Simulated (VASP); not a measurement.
Set up this calculation in VASP 6.6.1, as the native input.

```
Task                   : single point
Functional             : r2SCAN
Potentials or basis    : VASP PAW PBE potentials, release 64 (W_sv, S)
Cutoff                 : 520 eV
k mesh                 : 12 × 12 × 4
Occupations            : gaussian, width 0.02 eV
Spin                   : no spin polarisation
Dipole correction      : no
Further INCAR settings : ALGO = Normal; EDIFF = 1e-06; NBANDS = 35
```

Crystal: WS2 (Tungstenite).

```xyz
6
Lattice="3.1659 0.0000 0.0000 -1.5830 2.7418 0.0000 0.0000 0.0000 12.4016" Properties=species:S:1:pos:R:3 pbc="T T T"
W     0.0000    1.8279    3.1004
W     1.5830    0.9139    9.3012
S     0.0000    1.8279    7.7408
S     1.5830    0.9139    1.5400
S     0.0000    1.8279   10.8616
S     1.5830    0.9139    4.6608
```

This cell differs from its parent crystal: volume scaled by 0.94, then relaxed in part.

One way to write it, as run:

POSCAR

```
WS2
1.0
    3.1659370115      0.0000000000      0.0000000000
   -1.5829685058      2.7417818788      0.0000000000
    0.0000000000      0.0000000000     12.4015715181
W S
2 4
Direct
    0.3333333333      0.6666666667      0.2500000000
    0.6666666667      0.3333333333      0.7500000000
    0.3333333333      0.6666666667      0.6241778026
    0.6666666667      0.3333333333      0.1241778026
    0.3333333333      0.6666666667      0.8758221974
    0.6666666667      0.3333333333      0.3758221974
```

INCAR.step1

```
SYSTEM = WS2
PREC = Accurate ; ENCUT = 520
ISMEAR = 0 ; SIGMA = 0.02
LREAL = .FALSE. ; LASPH = .TRUE.
NELM = 100 ; NBANDS = 35
GGA = PE ; ALGO = Normal
EDIFF = 1E-4 ; LWAVE = .TRUE.
LCHARG = .FALSE.
```

INCAR.step2

```
SYSTEM = WS2
PREC = Accurate ; ENCUT = 520
EDIFF = 1E-6 ; ISMEAR = 0
SIGMA = 0.02 ; LREAL = .FALSE.
LASPH = .TRUE. ; NELM = 100
ALGO = Normal ; ISIF = 2
LWAVE = .FALSE. ; LCHARG = .TRUE.
METAGGA = R2SCAN ; LMIXTAU = .TRUE.
LELF = .TRUE. ; LVHAR = .TRUE.
NBANDS = 35 ; ISTART = 1
```

KPOINTS

```
Automatic mesh
0
G
  12 12 4
  0 0 0
```

Potentials or basis: VASP PAW PBE potentials, release 64 (W_sv, S).

Launch:

```bash
$ cat potpaw_PBE.64/W_sv/POTCAR potpaw_PBE.64/S/POTCAR > POTCAR
$ cp INCAR.step1 INCAR
$ mpirun -np 1 vasp_std > vasp.out
$ cp INCAR.step2 INCAR
$ mpirun -np 1 vasp_std > vasp.out
```

It gave:

| Property | Result |
| --- | --- |
| Pressure | 2.2 GPa |
| Largest force | 0.032 eV/Å |
| Band gap on the k mesh | 1.13 eV, indirect (least direct gap 1.90 eV) |

Caveat: the PAW data sets were made with another functional, which shifts forces and pressure a little; spin-orbit coupling is left out, which moves the levels of the heavy elements.

Wall time 29 min on 1 thread of AMD EPYC 7R13 (shared host), peak memory 0.31 GiB.
